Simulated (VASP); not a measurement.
# PbO2 (P1) in VASP: single point with PBEsol

Aim: the single point of PbO2 with PBEsol.

Program: VASP 6.6.1. These are calculated values, not measurements. Logs are shortened: lines on timing, memory, paths and dates and some standing lists are left out, and cuts for length are marked.

## (1) The cell of the first run

The typed cell holds 24 atoms: a = 7.535 Å, b = 7.535 Å, c = 7.535 Å, α = 60.00°, β = 60.00°, γ = 60.00°.

## (2) Single point, PBEsol

INCAR reads:

```
PREC = Accurate
ENCUT = 520
EDIFF = 1E-6
ISMEAR = -1
SIGMA = 0.052
LREAL = Auto
LASPH = True
NELM = 100
ALGO = Normal
ISIF = 2
LWAVE = False
LCHARG = True
GGA = PS
LELF = True
LVHAR = True
NBANDS = 122
```

KPOINTS reads:

```
regular mesh
0
Gamma
  2 2 2
```

POSCAR reads:

```
PbO2
1.0
    0.0000000000      5.3281580000      5.3281580000
    5.3281580000      0.0000000000      5.3281580000
    5.3281580000      5.3281580000      0.0000000000
Pb O
8 16
Direct
    0.0023735220      0.0025670222     -0.0038556477
    0.0000616536      0.0000273077      0.4988360893
   -0.0013673581      0.5029739171      0.0034410579
    0.0011091075      0.5017132563      0.5000851138
    0.5013741147     -0.0002281276     -0.0005269176
    0.5019946856     -0.0030036647      0.5036781942
    0.5054087172      0.4978102188     -0.0044265767
    0.4987170050      0.4923356252      0.5027061885
    0.1142162076      0.1331858027      0.1181871859
    0.3674024869      0.3841103248      0.3816918530
    0.1269211611      0.1263541734      0.6313333801
    0.3741131551      0.3765699140      0.8787059243
    0.0999285306      0.6284432631      0.1289779695
    0.3500436736      0.8928395141      0.3673764930
    0.1196557985      0.6275161134      0.6346300166
    0.3818605792      0.8765970341      0.8553820101
    0.6204259521      0.1279060231      0.1300600508
    0.8909724524      0.3698306244      0.3723164741
    0.6097191562      0.1203601695      0.6212490320
    0.8635055492      0.3684136244      0.8924511998
    0.6300943028      0.6326272607      0.1166594534
    0.8712548502      0.8663158075      0.3843094555
    0.6293661900      0.6192465576      0.6091074063
    0.8579931376      0.8901224401      0.8855657058
```

Potentials or basis: VASP PAW PBE potentials, release 64 (Pb_d, O).

On the command line:

```
$ cat potpaw_PBE.64/Pb_d/POTCAR potpaw_PBE.64/O/POTCAR > POTCAR
$ mpirun -np 1 vasp_std > vasp.out
```

OUTCAR:

```text
PREC = Accurate
   ENCUT = 520
   EDIFF = 1E-6
   ISMEAR = -1
   LREAL = Auto
   LASPH = True
   NELM = 100
   ISIF = 2
   GGA = PS

 ion  position               nearest neighbor table
   1  0.002  0.003  0.996-   9 2.24  11 2.24  20 2.25  24 2.26  13 2.31  16 2.34  17 2.35  22 2.39
                             6 3.74   7 3.74   4 3.75   3 3.75   5 3.76   2 3.77   2 3.77   5 3.77
   2  0.000  0.000  0.499-  14 2.16  18 2.28  15 2.29  22 2.32   9 2.34  11 2.37  24 2.38  19 2.40
                             8 3.74   4 3.75   6 3.75   3 3.76   5 3.77   1 3.77   1 3.77   5 3.77
   3  0.999  0.503  0.003-  13 2.17  21 2.27  15 2.27  18 2.27   9 2.28  12 2.31  20 2.34  24 2.38
                             5 3.75   4 3.75   1 3.75   2 3.76   8 3.77   7 3.77   7 3.77   8 3.77
   4  0.001  0.502  0.500-  22 2.24  10 2.25  18 2.28  13 2.29  23 2.29  11 2.31  15 2.33  20 2.41
                             8 3.72   7 3.73   2 3.75   6 3.75   3 3.75   1 3.75   1 3.79   3 3.79
   5  0.501  1.000  0.999-  24 2.20  21 2.26  14 2.27  12 2.32  17 2.32  19 2.33  16 2.38   9 2.38
                             8 3.73   6 3.74   3 3.75   7 3.75   1 3.76   2 3.77   2 3.77   1 3.77
   6  0.502  0.997  0.504-  19 2.15  16 2.16  22 2.27  17 2.30  11 2.31  23 2.33  10 2.38  14 2.42
                             8 3.72   7 3.73   1 3.74   5 3.74   2 3.75   4 3.75   4 3.79   2 3.79
   7  0.505  0.498  0.996-  20 2.21  12 2.27  17 2.28  16 2.33  21 2.34  10 2.38  23 2.38  13 2.50
                             6 3.73   4 3.73   1 3.74   5 3.75   8 3.76   3 3.77   3 3.77   8 3.78
   8  0.499  0.492  0.503-  10 2.22  23 2.24  19 2.29  12 2.31  15 2.33  21 2.38  18 2.41  14 2.47
                             6 3.72   4 3.72   5 3.73   2 3.74   7 3.76   3 3.77   3 3.77   7 3.78
   9  0.114  0.133  0.118-   1 2.24   3 2.28   2 2.34   5 2.38
  10  0.367  0.384  0.382-   8 2.22   4 2.25   7 2.38   6 2.38
  11  0.127  0.126  0.631-   1 2.24   6 2.31   4 2.31   2 2.37
  12  0.374  0.377  0.879-   7 2.27   3 2.31   8 2.31   5 2.32
  13  0.100  0.628  0.129-   3 2.17   4 2.29   1 2.31   7 2.50
  14  0.350  0.893  0.367-   2 2.16   5 2.27   6 2.42   8 2.47
[... 8 lines left out ...]
  23  0.629  0.619  0.609-   8 2.24   4 2.29   6 2.33   7 2.38
  24  0.858  0.890  0.886-   5 2.20   1 2.26   2 2.38   3 2.38

  LATTYP: Found a face centered cubic cell.
 ALAT       =    10.6563160000

  Lattice vectors:

 A1 = (   0.0000000000,   5.3281580000,   5.3281580000)
 A2 = (   5.3281580000,   0.0000000000,   5.3281580000)
 A3 = (   5.3281580000,   5.3281580000,   0.0000000000)

Analysis of symmetry for initial positions (statically):
=====================================================================
 Subroutine PRICEL returns:
 Original cell was already a primitive cell.

 Routine SETGRP: Setting up the symmetry group for a
 face centered cubic supercell.

 Subroutine GETGRP returns: Found  1 space group operations
 (whereof  1 operations were pure point group operations)
 out of a pool of 48 trial point group operations.

The static configuration has the point symmetry C_1 .

Analysis of symmetry for dynamics (positions and initial velocities):
=====================================================================
 Subroutine PRICEL returns:
 Original cell was already a primitive cell.

 Routine SETGRP: Setting up the symmetry group for a
 face centered cubic supercell.

 Subroutine GETGRP returns: Found  1 space group operations
 (whereof  1 operations were pure point group operations)
 out of a pool of 48 trial point group operations.

The dynamic configuration has the point symmetry C_1 .

 Subroutine INISYM returns: Found  1 space group operations
 (whereof  1 operations are pure point group operations),
 and found     1 'primitive' translations

----------------------------------------------------------------------------------------

                                     Primitive cell

  volume of cell :     302.5250

  direct lattice vectors                    reciprocal lattice vectors
     0.000000000  5.328158000  5.328158000    -0.093841061  0.093841061  0.093841061
     5.328158000  0.000000000  5.328158000     0.093841061 -0.093841061  0.093841061
     5.328158000  5.328158000  0.000000000     0.093841061  0.093841061 -0.093841061

  length of vectors
     7.535153306  7.535153306  7.535153306     0.162537486  0.162537486  0.162537486

  position of ions in fractional coordinates (direct lattice)
     0.002373522  0.002567022  0.996144352
     0.000061654  0.000027308  0.498836089
     0.998632642  0.502973917  0.003441058
     0.001109107  0.501713256  0.500085114
     0.501374115  0.999771872  0.999473082
     0.501994686  0.996996335  0.503678194
[... 16 lines left out ...]
     0.629366190  0.619246558  0.609107406
     0.857993138  0.890122440  0.885565706

  ion indices of the primitive-cell ions
   primitive index   ion index
                 1           1
                 2           2
                 3           3
                 4           4
                 5           5
                 6           6
[... 16 lines left out ...]
                23          23
                24          24

----------------------------------------------------------------------------------------

 KPOINTS: regular mesh

Automatic generation of k-mesh.
 Grid dimensions read from file:
 generate k-points for:    2    2    2

 Generating k-lattice:

  Cartesian coordinates                     Fractional coordinates (reciprocal lattice)
    -0.046920531  0.046920531  0.046920531     0.500000000  0.000000000  0.000000000
     0.046920531 -0.046920531  0.046920531     0.000000000  0.500000000  0.000000000
     0.046920531  0.046920531 -0.046920531     0.000000000  0.000000000  0.500000000

  Length of vectors
     0.081268743  0.081268743  0.081268743

  Shift w.r.t. Gamma in fractional coordinates (k-lattice)
     0.000000000  0.000000000  0.000000000

 Subroutine IBZKPT returns following result:
 ===========================================

 Found      8 irreducible k-points:

 Following reciprocal coordinates:
            Coordinates               Weight
  0.000000  0.000000  0.000000      1.000000
  0.500000  0.000000  0.000000      1.000000
  0.000000  0.500000  0.000000      1.000000
  0.000000  0.000000  0.500000      1.000000
  0.500000  0.500000  0.500000      1.000000
  0.500000  0.500000  0.000000      1.000000
  0.000000  0.500000  0.500000      1.000000
  0.500000  0.000000  0.500000      1.000000
   k-points           NKPTS =      8   k-points in BZ     NKDIM =      8   number of bands    NBANDS=    122
   number of dos      NEDOS =    301   number of ions     NIONS =     24
   total plane-waves  NPLWV = 175616
   dimension x,y,z NGX =    56 NGY =   56 NGZ =   56
   dimension x,y,z NGXF=   112 NGYF=  112 NGZF=  112
   ions per type =               8  16
   NGX,Y,Z   is equivalent  to a cutoff of  12.36, 12.36, 12.36 a.u.
   NGXF,Y,Z  is equivalent  to a cutoff of  24.71, 24.71, 24.71 a.u.
 SYSTEM =  unknown system
   PREC   = accura    normal or accurate (medium, high low for compatibility)
   ISTART =      0    job   : 0-new  1-cont  2-samecut
   ICHARG =      2    charge: 1-file 2-atom 10-const
   ISPIN  =      1    spin polarized calculation?
   LNONCOLLINEAR =      F non collinear calculations
   LSORBIT =      F    spin-orbit coupling
   LASPH  =      T    aspherical Exc in radial PAW
   ENCUT  =  520.0 eV  38.22 Ry    6.18 a.u.  14.01 14.01 14.01*2*pi/ulx,y,z
   NELM   =    100;   NELMIN=  2; NELMDL= -5     # of ELM steps
   EDIFF  = 0.1E-05   stopping-criterion for ELM
   LREAL  =      T    real-space projection
   EDIFFG = 0.1E-04   stopping-criterion for IOM
   NSW    =      0    number of steps for IOM
   IBRION =     -1    ionic relax: 0-MD 1-quasi-New 2-CG
   NFREE  =      0    steps in history (QN), initial steepest desc. (CG)
   ISIF   =      2    stress and relaxation
   ISYM   =      2    0-nonsym 1-usesym 2-fastsym
   POTIM  = 0.5000    time-step for ionic-motion
   TEBEG  =    0.0;   TEEND  =   0.0 temperature during run
   PSTRESS=    0.0 pullay stress
   NELECT =     208.0000    total number of electrons
   NUPDOWN=      -1.0000    fix difference up-down
   EMIN   =  10.00;   EMAX   =-10.00  energy-range for DOS
   EFERMI =   0.00;   METHOD = LEGACY
   ISMEAR =    -1;   SIGMA  =   0.05  broadening in eV -4-tet -1-fermi 0-gaus
   EFERMI_NEDOS =   21; number of points for ismear=-14 and -15
   IALGO  =     38    algorithm
   IMIX   =      4    mixing-type and parameters
     AMIX     =   0.40;   BMIX     =  1.00
     AMIX_MAG =   1.60;   BMIX_MAG =  1.00
  volume/ion in A,a.u.               =      12.61        85.06
  Fermi-wavevector in a.u.,A,eV,Ry     =   1.444915  2.730493 28.405947  2.087778
  Thomas-Fermi vector in A             =   2.563156
   LORBIT       =      0    0 simple, 1 ext, 2 COOP (PROOUT), +10 PAW based schemes
   GGA     = PS    functional components
   LHFCALC =     F    Hartree Fock is set to
   AEXX    =    0.0000 exact exchange contribution
   IVDW    =     0    specifies the selected vdW correction
   LEPSILON=     F    determine dielectric tensor
   LRPA    =     F    only Hartree local field effects (RPA)
 non-spin polarized calculation
  energy-cutoff  :      520.00
  volume of cell :      302.53
 maximum number of plane-waves:      8144
   NGX = 29   NGY = 29   NGZ = 29

 number of electron     208.0000014 magnetization

 Free energy of the ion-electron system (eV)
  ---------------------------------------------------
  ext. energy  EPLUGINS =         0.00000000
  ---------------------------------------------------
  free energy    TOTEN  =      -133.83053755 eV

  energy without entropy =     -133.79232945  energy(sigma->0) =     -133.81143350

 E-fermi :   6.1389     XC(G=0): -11.6498

 val. band max:        6.0652212578   @ k =   0.0000   0.5000   0.5000
 cond. band min:       7.1782490116   @ k =   0.0000   0.5000   0.5000
 fundamental gap:      1.1130277539
 Fermi energy:         6.1388716258

 k-point     1 :       0.0000    0.0000    0.0000
  band No.  band energies     occupation
      1     -12.8350      2.00000
      2     -12.1956      2.00000
      3     -12.1339      2.00000
      4     -12.0777      2.00000
      5     -12.0605      2.00000
      6     -11.8980      2.00000
[... 108 lines left out ...]
    115      12.3694      0.00000
    116      12.8870      0.00000
[... 831 lines left out ...]
    115      13.0415      0.00000
    116      13.2381      0.00000
 [bands above 116 left out]

------------------------ aborting loop because EDIFF is reached ----------------------------------------

  FORCE on cell =-STRESS in cart. coord.  units (eV):
  Direction    XX          YY          ZZ          XY          YZ          ZX
  --------------------------------------------------------------------------------------
  -------------------------------------------------------------------------------------
  Total        2.6497795      3.0208937      2.6364539      0.0678786      1.0463250      0.2392604
  in kB       14.0332750     15.9987020     13.9627024      0.3594859      5.5413542      1.2671269
  external PRESSURE =      14.6648931 kB  Pullay stress =       0.0000000 kB

 VOLUME and BASIS-vectors are now :
 -----------------------------------------------------------------------------
  energy-cutoff  :      520.00
  volume of cell :      302.53
      direct lattice vectors                 reciprocal lattice vectors
     0.000000000  5.328158000  5.328158000    -0.093841061  0.093841061  0.093841061
     5.328158000  0.000000000  5.328158000     0.093841061 -0.093841061  0.093841061
     5.328158000  5.328158000  0.000000000     0.093841061  0.093841061 -0.093841061

 POSITION                                       TOTAL-FORCE (eV/Angst)
 -----------------------------------------------------------------------------------
      5.32129      5.32026      0.02632         0.160645      0.070581     -0.408219
      2.65802      2.65821      0.00047         0.528482     -0.337472     -0.278517
      2.69826      5.33921      8.00080        -0.321315     -0.388079     -0.273840
      5.33774      2.67044      2.67912         0.037945      0.139509     -0.348932
     10.65229      7.99675      7.99834         0.494198     -0.360700     -0.233368
      7.99583      5.35838      7.98686        -0.947387     -1.271116     -0.194582
[... 16 lines left out ...]
      6.54486      6.59878      6.65281         0.227556     -0.155111     -0.198206
      9.46115      9.28996      9.31424        -0.730284     -0.487292      0.660214
 -----------------------------------------------------------------------------------
    total drift:                                0.008227     -0.000658      0.005621

  FREE ENERGIE OF THE ION-ELECTRON SYSTEM (eV)
  ---------------------------------------------------
  free  energy   TOTEN  =      -133.8305375466 eV

  energy  without entropy=     -133.7923294510  energy(sigma->0) =     -133.81143350
```

Wall time 12 min (1 thread of Intel Xeon Platinum 8259CL at 2.50GHz (Skylake/Cascade Lake), shared host); peak memory 0.51 GiB.

What came out:

```yaml
Free_energy: -133.8305 eV
Pressure: 1.5 GPa
Largest_force: 1.829 eV/Å
Band_gap_on_the_k_mesh: zero (bands 104 and 105 overlap by 0.14 eV)
```

Forces on the atoms (eV/Å):
```
Pb   0.161  0.071 -0.408
Pb   0.528 -0.337 -0.279
Pb  -0.321 -0.388 -0.274
Pb   0.038  0.140 -0.349
Pb   0.494 -0.361 -0.233
Pb  -0.947 -1.271 -0.195
Pb   0.402 -0.213 -0.230
Pb   0.188 -0.131  0.482
O   -0.702  0.165  0.018
O   -0.273 -0.715  0.398
O   -0.007 -0.247  0.073
O   -0.292  0.191  0.035
O    0.059  0.622  1.355
O   -0.497  0.929  0.293
O    0.203  0.199 -0.268
O    0.347  1.234 -1.305
O    0.448  0.349 -0.450
O   -0.166 -0.068 -1.220
O    0.723  0.842  1.309
O   -0.190 -0.783  0.732
O    0.314  0.191 -0.552
O   -0.006  0.224  0.604
O    0.228 -0.155 -0.198
O   -0.730 -0.487  0.660
```

Caveat: the k points lie up to 0.51 Å⁻¹ apart; the atoms stand as in a frame of molecular dynamics; the structure was generated, so it needn't be the stable form of PbO2; semilocal functionals underestimate gaps, and a narrow one can read as zero; the PAW data sets were made with another functional, which shifts forces and pressure a little; spin-orbit coupling is left out, which moves the levels of the heavy elements.

The gap in the log of VASP goes by the Fermi energy; the results here count the filled bands.